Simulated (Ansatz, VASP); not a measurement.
**Two plane-wave programs on ZrC**

```xyz
2
Lattice="2.9228 0.0000 0.0000 0.0000 2.9228 0.0000 0.0000 0.0000 2.9228" Properties=species:S:1:pos:R:3 pbc="T T T"
Zr    1.4614    1.4614    1.4614
C     0.0000    0.0000    0.0000
```

Change from the starting cell: species swapped into the CdAu type (Pm-3m, No. 221).

Alike in both runs: functional PBE; k mesh 7 × 7 × 7; occupations gaussian, width 0.2 eV; no spin polarisation.

Ansatz relaxed the structure, and its values are those at the end. VASP's run is a single point on that final structure, the one shown.

```csv
,VASP,Ansatz
version,VASP 6.6.1,Ansatz 0.2.0
potentials or method,"VASP PAW PBE potentials, release 64 (Zr_sv, C), cutoff 600 eV","scalar-relativistic, plane waves, PAW"
valence electrons in the cell,16,16
```

|  | VASP | Ansatz | Ansatz less VASP |
| --- | --- | --- | --- |
| gap on the k mesh at the Fermi level (eV) | none | none | - |
| pressure (GPa) | 0.1 | 0.0 | -0.13 |

A gap of «none» marks a metal or a gap that the smearing closes. The functional is the same, so the differences come from potentials, cutoffs and numerics.
